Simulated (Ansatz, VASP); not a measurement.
# HfC in VASP and in Ansatz

File INCAR:

```
SYSTEM = HfC
PREC = Accurate ; ENCUT = 520
EDIFF = 1E-6 ; ISMEAR = 0
SIGMA = 0.05 ; LREAL = .FALSE.
LASPH = .TRUE. ; NELM = 60
ALGO = Normal ; ISIF = 2
LWAVE = .FALSE. ; LCHARG = .TRUE.
GGA = PE ; LELF = .TRUE.
LVHAR = .TRUE. ; NBANDS = 14
```

KPOINTS

```
Automatic mesh
0
G
  6 6 6
  0 0 0
```

POSCAR

```
HfC
1.0
    2.9895081052      0.0000000000      0.0000000000
    0.0000000000      2.9895081052      0.0000000000
    0.0000000000      0.0000000000      2.9895081052
Hf C
1 1
Direct
    0.0000000000      0.0000000000      0.0000000000
    0.5000000000      0.5000000000      0.5000000000
```

Input for Ansatz:

```yaml
crystal:
  lattice:
    - [2.9895081057, 0.0, 0.0]
    - [0.0, 2.9895081057, 0.0]
    - [0.0, 0.0, 2.9895081057]
  atoms:
    - { symbol: Hf, position: [0.0, 0.0, 0.0] }
    - { symbol: C, position: [0.5, 0.5, 0.5] }
basis:
  ecutwfc: 420
kpoints:
  mp_grid: { grid: [6, 6, 6] }
hamiltonian:
  xc: pbe
scf:
  occupations: { method: gaussian, width: 0.05 }
output:
  forces: true
  stress: true
  eigenvalues: true
```

Alike in both runs: task single point; functional PBE; k mesh 6 × 6 × 6; occupations gaussian, width 0.05 eV; no spin polarisation.

|  | VASP | Ansatz |
| --- | --- | --- |
| version | VASP 6.6.1 | Ansatz 0.2.0 |
| potentials or method | VASP PAW PBE potentials, release 64 (Hf_pv, C), cutoff 520 eV | scalar-relativistic, plane waves, PAW |
| valence electrons in the cell | 14 | 30 |

|  | VASP | Ansatz | Ansatz less VASP |
| --- | --- | --- | --- |
| gap on the k mesh at the Fermi level (eV) | none | none | - |
| pressure (GPa) | -16.0 | -14.8 | +1.20 |

A gap of «none» marks a metal or a gap that the smearing closes. VASP's potentials hold 14 valence electrons a cell and Ansatz's 30, so a difference there can come from the potentials and not from the codes.

Neither program's run includes spin-orbit coupling.
